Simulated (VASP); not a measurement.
# Au in VASP: single point with PBE

Aim: the single point of Au with PBE.

Everything below comes from runs of VASP 6.6.1. Logs are shortened: lines on timing, memory, paths and dates and some standing lists are left out, and cuts for length are marked.

## Step 1: The cell of the first run

The typed cell holds 2 atoms: a = 2.763 Å, b = 2.763 Å, c = 4.459 Å, α = 90.00°, β = 90.00°, γ = 120.00°.

This isn't the form of Au at room conditions, which is fcc.

## Step 2: Single point, PBE

Contents of INCAR:

```
SYSTEM = Au
ALGO = Normal ; EDIFF = 1E-6
ENCUT = 500 ; GGA = PE
GGA_COMPAT = .False. ; ISIF = 2
ISMEAR = -1 ; ISYM = -1
LASPH = .True. ; LCHARG = .False.
LREAL = .False. ; LWAVE = .False.
NBANDS = 18 ; NELM = 120
PREC = Accurate ; SIGMA = 0.0783
```

Contents of KPOINTS:

```
explicit points
98
Reciprocal
  0.07142857   0.07142857   0.12500000 2
  0.07142857   0.07142857   0.37500000 2
  0.07142857   0.07142857   0.62500000 2
  0.07142857   0.07142857   0.87500000 2
  0.07142857   0.21428571   0.12500000 2
  0.07142857   0.21428571   0.37500000 2
  0.07142857   0.21428571   0.62500000 2
  0.07142857   0.21428571   0.87500000 2
  0.07142857   0.35714286   0.12500000 2
  0.07142857   0.35714286   0.37500000 2
  0.07142857   0.35714286   0.62500000 2
  0.07142857   0.35714286   0.87500000 2
  0.07142857   0.50000000   0.12500000 2
  0.07142857   0.50000000   0.37500000 2
  0.07142857   0.50000000   0.62500000 2
  0.07142857   0.50000000   0.87500000 2
  0.07142857   0.64285714   0.12500000 2
  0.07142857   0.64285714   0.37500000 2
  0.07142857   0.64285714   0.62500000 2
  0.07142857   0.64285714   0.87500000 2
  0.07142857   0.78571429   0.12500000 2
  0.07142857   0.78571429   0.37500000 2
  0.07142857   0.78571429   0.62500000 2
  0.07142857   0.78571429   0.87500000 2
  0.07142857   0.92857143   0.12500000 2
  0.07142857   0.92857143   0.37500000 2
  0.07142857   0.92857143   0.62500000 2
  0.07142857   0.92857143   0.87500000 2
  0.21428571   0.07142857   0.12500000 2
  0.21428571   0.07142857   0.37500000 2
  0.21428571   0.07142857   0.62500000 2
  0.21428571   0.07142857   0.87500000 2
  0.21428571   0.21428571   0.12500000 2
  0.21428571   0.21428571   0.37500000 2
  0.21428571   0.21428571   0.62500000 2
  0.21428571   0.21428571   0.87500000 2
  0.21428571   0.35714286   0.12500000 2
  0.21428571   0.35714286   0.37500000 2
  0.21428571   0.35714286   0.62500000 2
  0.21428571   0.35714286   0.87500000 2
  0.21428571   0.50000000   0.12500000 2
  0.21428571   0.50000000   0.37500000 2
  0.21428571   0.50000000   0.62500000 2
  0.21428571   0.50000000   0.87500000 2
  0.21428571   0.64285714   0.12500000 2
  0.21428571   0.64285714   0.37500000 2
  0.21428571   0.64285714   0.62500000 2
  0.21428571   0.64285714   0.87500000 2
  0.21428571   0.78571429   0.12500000 2
  0.21428571   0.78571429   0.37500000 2
  0.21428571   0.78571429   0.62500000 2
  0.21428571   0.78571429   0.87500000 2
  0.21428571   0.92857143   0.12500000 2
  0.21428571   0.92857143   0.37500000 2
  0.21428571   0.92857143   0.62500000 2
  0.21428571   0.92857143   0.87500000 2
  0.35714286   0.07142857   0.12500000 2
  0.35714286   0.07142857   0.37500000 2
  0.35714286   0.07142857   0.62500000 2
  0.35714286   0.07142857   0.87500000 2
  0.35714286   0.21428571   0.12500000 2
  0.35714286   0.21428571   0.37500000 2
  0.35714286   0.21428571   0.62500000 2
  0.35714286   0.21428571   0.87500000 2
  0.35714286   0.35714286   0.12500000 2
  0.35714286   0.35714286   0.37500000 2
  0.35714286   0.35714286   0.62500000 2
  0.35714286   0.35714286   0.87500000 2
  0.35714286   0.50000000   0.12500000 2
  0.35714286   0.50000000   0.37500000 2
  0.35714286   0.50000000   0.62500000 2
  0.35714286   0.50000000   0.87500000 2
  0.35714286   0.64285714   0.12500000 2
  0.35714286   0.64285714   0.37500000 2
  0.35714286   0.64285714   0.62500000 2
  0.35714286   0.64285714   0.87500000 2
  0.35714286   0.78571429   0.12500000 2
  0.35714286   0.78571429   0.37500000 2
  0.35714286   0.78571429   0.62500000 2
  0.35714286   0.78571429   0.87500000 2
  0.35714286   0.92857143   0.12500000 2
  0.35714286   0.92857143   0.37500000 2
  0.35714286   0.92857143   0.62500000 2
  0.35714286   0.92857143   0.87500000 2
  0.50000000   0.07142857   0.12500000 2
  0.50000000   0.07142857   0.37500000 2
  0.50000000   0.07142857   0.62500000 2
  0.50000000   0.07142857   0.87500000 2
  0.50000000   0.21428571   0.12500000 2
  0.50000000   0.21428571   0.37500000 2
  0.50000000   0.21428571   0.62500000 2
  0.50000000   0.21428571   0.87500000 2
  0.50000000   0.35714286   0.12500000 2
  0.50000000   0.35714286   0.37500000 2
  0.50000000   0.35714286   0.62500000 2
  0.50000000   0.35714286   0.87500000 2
  0.50000000   0.50000000   0.12500000 2
  0.50000000   0.50000000   0.37500000 2
```

Contents of POSCAR:

```
Au
1.0
    2.7632870000      0.0000000000      0.0000000000
   -1.3816430000      2.3930770000      0.0000000000
    0.0000000000      0.0000000000      4.4594190000
Au
2
Direct
    0.3333000000      0.6667000000      0.2500000000
    0.6666000000      0.3333000000      0.7500000000
```

Potentials or basis: VASP PAW PBE potentials, release 64 (Au).

The run is started by

```bash
cat potpaw_PBE.64/Au/POTCAR > POTCAR
mpirun -np 1 vasp_std > vasp.out
```

OUTCAR:

```text
SYSTEM = Au
   EDIFF = 1E-6
   ENCUT = 500
   GGA = PE
   ISIF = 2
   ISMEAR = -1
   ISYM = -1
   LASPH = .True.
   LREAL = .False.
   NELM = 120
   PREC = Accurate

 ion  position               nearest neighbor table
   1  0.333  0.667  0.250-   2 2.74   2 2.74   2 2.74   2 2.74   2 2.74   2 2.74
   2  0.667  0.333  0.750-   1 2.74   1 2.74   1 2.74   1 2.74   1 2.74   1 2.74

IMPORTANT INFORMATION: All symmetrisations will be switched off!
NOSYMM: (Re-)initialisation of all symmetry stuff for point group C_1.

----------------------------------------------------------------------------------------

                                     Primitive cell

  volume of cell :      29.4891

  direct lattice vectors                    reciprocal lattice vectors
     2.763287000  0.000000000  0.000000000     0.361887853  0.208935951  0.000000000
    -1.381643000  2.393077000  0.000000000     0.000000000  0.417872053  0.000000000
     0.000000000  0.000000000  4.459419000     0.000000000  0.000000000  0.224244459

  length of vectors
     2.763287000  2.763286975  4.459419000     0.417872050  0.417872053  0.224244459

  position of ions in fractional coordinates (direct lattice)
     0.333300000  0.666700000  0.250000000
     0.666600000  0.333300000  0.750000000

  ion indices of the primitive-cell ions
   primitive index   ion index
                 1           1
                 2           2

----------------------------------------------------------------------------------------

 KPOINTS: explicit points

Read explicit list of k-points.

 Found     98 k-points:

 Following reciprocal coordinates:
            Coordinates               Weight
  0.071429  0.071429  0.125000      0.010204
  0.071429  0.071429  0.375000      0.010204
  0.071429  0.071429  0.625000      0.010204
  0.071429  0.071429  0.875000      0.010204
  0.071429  0.214286  0.125000      0.010204
  0.071429  0.214286  0.375000      0.010204
[... 16 lines left out ...]
  0.071429  0.785714  0.625000      0.010204
  0.071429  0.785714  0.875000      0.010204
 [... further k-points ...]
   k-points           NKPTS =     98   k-points in BZ     NKDIM =     98   number of bands    NBANDS=     18
   number of dos      NEDOS =    301   number of ions     NIONS =      2
   total plane-waves  NPLWV =  14400
   dimension x,y,z NGX =    20 NGY =   20 NGZ =   36
   dimension x,y,z NGXF=    40 NGYF=   40 NGZF=   72
   ions per type =               2
   NGX,Y,Z   is equivalent  to a cutoff of  12.03, 12.03, 13.42 a.u.
   NGXF,Y,Z  is equivalent  to a cutoff of  24.06, 24.06, 26.84 a.u.
 SYSTEM =  Au
   PREC   = accura    normal or accurate (medium, high low for compatibility)
   ISTART =      0    job   : 0-new  1-cont  2-samecut
   ICHARG =      2    charge: 1-file 2-atom 10-const
   ISPIN  =      1    spin polarized calculation?
   LNONCOLLINEAR =      F non collinear calculations
   LSORBIT =      F    spin-orbit coupling
   LASPH  =      T    aspherical Exc in radial PAW
   ENCUT  =  500.0 eV  36.75 Ry    6.06 a.u.   5.04  5.04  8.13*2*pi/ulx,y,z
   NELM   =    120;   NELMIN=  2; NELMDL= -5     # of ELM steps
   EDIFF  = 0.1E-05   stopping-criterion for ELM
   LREAL  =      F    real-space projection
   EDIFFG = 0.1E-04   stopping-criterion for IOM
   NSW    =      0    number of steps for IOM
   IBRION =     -1    ionic relax: 0-MD 1-quasi-New 2-CG
   NFREE  =      0    steps in history (QN), initial steepest desc. (CG)
   ISIF   =      2    stress and relaxation
   ISYM   =     -1    0-nonsym 1-usesym 2-fastsym
   POTIM  = 0.5000    time-step for ionic-motion
   TEBEG  =    0.0;   TEEND  =   0.0 temperature during run
   PSTRESS=    0.0 pullay stress
   NELECT =      22.0000    total number of electrons
   NUPDOWN=      -1.0000    fix difference up-down
   EMIN   =  10.00;   EMAX   =-10.00  energy-range for DOS
   EFERMI =   0.00;   METHOD = LEGACY
   ISMEAR =    -1;   SIGMA  =   0.08  broadening in eV -4-tet -1-fermi 0-gaus
   EFERMI_NEDOS =   21; number of points for ismear=-14 and -15
   IALGO  =     38    algorithm
   IMIX   =      4    mixing-type and parameters
     AMIX     =   0.40;   BMIX     =  1.00
     AMIX_MAG =   1.60;   BMIX_MAG =  1.00
  volume/ion in A,a.u.               =      14.74        99.50
  Fermi-wavevector in a.u.,A,eV,Ry     =   1.484780  2.805827 29.995014  2.204571
  Thomas-Fermi vector in A             =   2.598274
   LORBIT       =      0    0 simple, 1 ext, 2 COOP (PROOUT), +10 PAW based schemes
   GGA     = PE    functional components
   LHFCALC =     F    Hartree Fock is set to
   AEXX    =    0.0000 exact exchange contribution
   IVDW    =     0    specifies the selected vdW correction
   LEPSILON=     F    determine dielectric tensor
   LRPA    =     F    only Hartree local field effects (RPA)
 non-spin polarized calculation
  energy-cutoff  :      500.00
  volume of cell :       29.49
 maximum number of plane-waves:       766
 NGX is ok and might be reduce to    20
   NGX = 11   NGY = 11   NGZ = 17

 number of electron      21.9999997 magnetization

 Free energy of the ion-electron system (eV)
  ---------------------------------------------------
  ext. energy  EPLUGINS =         0.00000000
  ---------------------------------------------------
  free energy    TOTEN  =        -5.57875866 eV

  energy without entropy =       -5.55538158  energy(sigma->0) =       -5.56707012

 E-fermi :  12.0063     XC(G=0): -13.6026

 val. band max:       11.9957680176   @ k =   0.0714   0.5000   0.8750
 cond. band min:      12.0565172828   @ k =   0.3571   0.6429   0.6250
 fundamental gap:      0.0607492652
 Fermi energy:        12.0063035446

 k-point     1 :       0.0714    0.0714    0.1250
  band No.  band energies     occupation
      1       1.2772      2.00000
      2       3.7753      2.00000
      3       6.1202      2.00000
      4       6.7317      2.00000
      5       6.8017      2.00000
      6       6.9262      2.00000
[... 10 lines left out ...]
     17      29.2788      0.00000
     18      30.1327      0.00000
[... 463 lines left out ...]
 k-point    24 :       0.0714    0.7857    0.8750
  band No.  band energies     occupation
      1       1.9163      2.00000
      2       4.2261      2.00000
      3       5.8479      2.00000
      4       6.2720      2.00000
      5       6.6989      2.00000
      6       7.0258      2.00000
[... 10 lines left out ...]
     17      28.8071      0.00000
     18      30.5734      0.00000

 [... further k-points ...]

------------------------ aborting loop because EDIFF is reached ----------------------------------------

  FORCE on cell =-STRESS in cart. coord.  units (eV):
  Direction    XX          YY          ZZ          XY          YZ          ZX
  --------------------------------------------------------------------------------------
  -------------------------------------------------------------------------------------
  Total        8.5147778      8.5139726     10.1002840     -0.0014384      0.0000011      0.0000008
  in kB      462.6184568    462.5747105    548.7609769     -0.0781482      0.0000620      0.0000429
  external PRESSURE =     491.3180481 kB  Pullay stress =       0.0000000 kB

 VOLUME and BASIS-vectors are now :
 -----------------------------------------------------------------------------
  energy-cutoff  :      500.00
  volume of cell :       29.49
      direct lattice vectors                 reciprocal lattice vectors
     2.763287000  0.000000000  0.000000000     0.361887853  0.208935951  0.000000000
    -1.381643000  2.393077000  0.000000000     0.000000000  0.417872053  0.000000000
     0.000000000  0.000000000  4.459419000     0.000000000  0.000000000  0.224244459

 POSITION                                       TOTAL-FORCE (eV/Angst)
 -----------------------------------------------------------------------------------
     -0.00014      1.59546      1.11485        -0.039096      0.022286     -0.000000
      1.38151      0.79761      3.34456         0.039096     -0.022286      0.000000
 -----------------------------------------------------------------------------------
    total drift:                                0.000001     -0.000000     -0.000000

  FREE ENERGIE OF THE ION-ELECTRON SYSTEM (eV)
  ---------------------------------------------------
  free  energy   TOTEN  =        -5.5787586636 eV

  energy  without entropy=       -5.5553815803  energy(sigma->0) =       -5.56707012
```

It took 16 s on 1 thread of Intel Xeon 6975P-C (Granite Rapids), shared host; peak memory 0.16 GiB.

What came out:

```yaml
Free_energy: -5.5788 eV
Pressure: 49.1 GPa
Largest_force: 0.045 eV/Å
Band_gap_on_the_k_mesh: zero (bands 11 and 12 overlap by 5.81 eV)
```

Forces in eV/Å, atoms in the order of the input:
```
Au  -0.039  0.022  0.000
Au   0.039 -0.022  0.000
```

Stress tensor (GPa, compression positive):
```
46.26 -0.01  0.00
-0.01 46.26  0.00
 0.00  0.00 54.88
```

Levels at points of the mesh, in eV from the Fermi level:
```
           k point  band 7  band 8  band 9  band 10  band 11  band 12  band 13  band 14  band 15  band 16
(0.07, 0.07, 0.12)   -4.63   -4.50   -4.27    -3.84    -2.22    -0.04     5.36    14.41    16.14    16.95
```

Caveat: the stress differs along the axes, from 46 to 55 GPa; spin-orbit coupling is left out, which moves the levels of the heavy elements.

The gap in the log of VASP goes by the Fermi energy; the results here count the filled bands.